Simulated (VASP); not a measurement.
Wanted: the native input for a VASP 6.6.1 run.

```
Task                   : single point
Functional             : LDA
Potentials or basis    : VASP PAW LDA potentials, release 64 (K_sv, Nb_sv, O)
Cutoff                 : 600 eV
k mesh                 : 5 × 5 × 5
Occupations            : gaussian, width 0.01 eV
Spin                   : no spin polarisation
Dipole correction      : no
Further INCAR settings : ALGO = Normal; EDIFF = 1e-06; NBANDS = 28
```

The structure of KNbO3 lies in POSCAR:

```
KNbO3
1.0
    4.0291830000      0.0000000000      0.0000000000
    0.0000000000      4.0291830000      0.0000000000
    0.0000000000      0.0000000000      4.0291830000
K Nb O
1 1 3
Direct
    0.0000000000      0.0000000000      0.0000000000
    0.5000000000      0.5000000000      0.5000000000
    0.0000000000      0.5000000000      0.5000000000
    0.5000000000      0.0000000000      0.5000000000
    0.5000000000      0.5000000000      0.0000000000
```

These files were run (other wordings do the same):

INCAR

```
PREC = Accurate
ENCUT = 600
EDIFF = 1E-6
ISMEAR = 0
SIGMA = 0.01
LREAL = False
LASPH = True
NELM = 120
ALGO = Normal
ISIF = 2
LWAVE = False
LCHARG = True
GGA = CA
LELF = True
LVHAR = True
NBANDS = 28
GGA_COMPAT = False
```

KPOINTS

```
Automatic mesh
0
Gamma
  5 5 5
```

Potentials or basis: VASP PAW LDA potentials, release 64 (K_sv, Nb_sv, O).

Run with:

```bash
$ cat potpaw_LDA.64/K_sv/POTCAR potpaw_LDA.64/Nb_sv/POTCAR potpaw_LDA.64/O/POTCAR > POTCAR
$ mpirun -np 1 vasp_std > vasp.out
```

It gave:

```yaml
Pressure: -10.2 GPa
Band_gap_on_the_k_mesh: 1.53 eV, indirect (least direct gap 2.08 eV)
```

Wall time 28 s on 1 thread of Intel Xeon 8259CL (shared host), peak memory 0.16 GiB.
